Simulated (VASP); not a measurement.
Write the native input for VASP 6.6.1 that does the following.

| Quantity | Value |
| --- | --- |
| Task | relaxation of cell and atoms |
| Functional | PBE |
| Potentials or basis | VASP PAW PBE potentials, release 64 (Ta_pv) |
| Cutoff | 600 eV |
| k mesh | 10 × 10 × 5 |
| Occupations | gaussian, width 0.05 eV |
| Spin | no spin polarisation |
| Dipole correction | no |
| Further INCAR settings | ALGO = Normal; EDIFF = 1e-06; IBRION = 2; EDIFFG = -0.03; NSW = 80; ISIF = 3 |

The structure of Ta lies in POSCAR:

```
Ta
1.0
    2.9400000000      0.0000000000      0.0000000000
   -1.4700000000      2.5461146871      0.0000000000
    0.0000000000      0.0000000000      4.8010200000
Ta
2
Direct
    0.3333333333      0.6666666667      0.2500000000
    0.6666666667      0.3333333333      0.7500000000
```

One way to write it, as run:

INCAR

```
PREC = Accurate
ENCUT = 600
EDIFF = 1E-6
ISMEAR = 0
SIGMA = 0.05
LREAL = F
LASPH = T
NELM = 60
ALGO = Normal
ISIF = 3
LWAVE = F
LCHARG = F
GGA = PE
IBRION = 2
NSW = 80
EDIFFG = -0.03
```

KPOINTS

```
Automatic mesh
0
Gamma
  10 10 5
```

Potentials or basis: VASP PAW PBE potentials, release 64 (Ta_pv).

Command:

```bash
$ cat potpaw_PBE.64/Ta_pv/POTCAR > POTCAR
$ mpirun -np 1 vasp_std > vasp.out
```

It gave:

The relaxed volume is 18.76 Å³/atom. The relaxed cell is a = 2.897 Å, b = 2.897 Å, c = 5.163 Å, α = 90.00°, β = 90.00°, γ = 120.00°, the space group after relaxing (to 0.05 Å) is P6_3/mmc (No. 194) and the energy gained by relaxing is 67.2 meV/atom. The ionic steps are 7 and the pressure after relaxing is 0.0 GPa. The band gap on the k mesh is zero (band 11 reaches 6.57 eV, above the bottom of band 12 at 5.03 eV).

Caveat: spin-orbit coupling is left out, which moves the levels of the heavy elements.

It took 81 s on 1 thread of Intel(R) Xeon(R) Platinum 8259CL CPU @ 2.50GHz (Skylake/Cascade Lake), with other jobs on the host, peak memory 0.18 GiB.
